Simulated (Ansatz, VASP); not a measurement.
Given: the input of a run of VASP 6.6.1 on Mg.

INCAR

```
SYSTEM = Mg
ALGO = Normal
EDIFF = 1E-6
ENCUT = 520
GGA = CA
ISIF = 2
ISMEAR = -1
LASPH = .True.
LCHARG = .False.
LREAL = .False.
LWAVE = .False.
NBANDS = 12
NELM = 60
PREC = Accurate
SIGMA = 0.05
```

KPOINTS

```
k-points
0
Gamma
  10 10 3
  0 0 0
```

POSCAR

```
Mg
1.0
    3.1978653626      0.0000000000      0.0000000000
   -1.5989326813      2.7694326419      0.0000000000
    0.0000000000      0.0000000000     10.3872008361
Mg
4
Direct
    0.6666666667      0.3333333333      0.7500000000
    0.0000000000      0.0000000000      0.5000000000
    0.3333333333      0.6666666667      0.2500000000
    0.0000000000      0.0000000000      0.0000000000
```

Potentials or basis: VASP PAW LDA potentials, release 64 (Mg).

Run with:

```bash
$ cat potpaw_LDA.64/Mg/POTCAR > POTCAR
$ mpirun -np 1 vasp_std > vasp.out
```

**Question.** Translate it to Ansatz 0.2.0. Potentials there: all-electron LAPW, scalar-relativistic.

**Answer.** As run (the cutoff follows the program's own potentials):

Contents of input.yaml:

```yaml
crystal:
  lattice:
    - [3.1978653626, 0.0, 0.0]
    - [-1.5989326813, 2.7694326419, 0.0]
    - [0.0, 0.0, 10.3872008361]
  atoms:
    - { symbol: Mg, position: [0.6666666667, 0.3333333333, 0.75] }
    - { symbol: Mg, position: [0.0, 0.0, 0.5] }
    - { symbol: Mg, position: [0.3333333333, 0.6666666667, 0.25] }
    - { symbol: Mg, position: [0.0, 0.0, 0.0] }
kpoints:
  mp_grid: { grid: [10, 10, 3] }
scf:
  occupations: { method: fermi_dirac, width: 0.05 }
hamiltonian:
  xc: lda
  pseudopotentials: { kind: all_electron, lapw: { basis_error: 0.002 } }
output:
  forces: true
  stress: true
  eigenvalues: true
```

Potentials or basis: all-electron LAPW, scalar-relativistic.

The run is started by

```sh
$ ansatz run input.yaml --threads 2 --pin off --max-ram 8192MiB --backend cpu --events-out ev --progress --plain --runs-dir out
```

Both were run:

|  | VASP | Ansatz | Ansatz less VASP |
| --- | --- | --- | --- |
| gap on the k mesh at the Fermi level (eV) | none | none | - |
| pressure (GPa) | -2.2 | -1.9 | +0.34 |
| traceless stress, the component that is largest in VASP (GPa) | 0.71 | 0.72 | +0.006 |

LDA's correlation is that of Perdew and Zunger in VASP and of Perdew and Wang (1992) in Ansatz. A gap of «none» marks a metal or a gap that the smearing closes. Ansatz ran all-electron here, and VASP with PAW potentials.
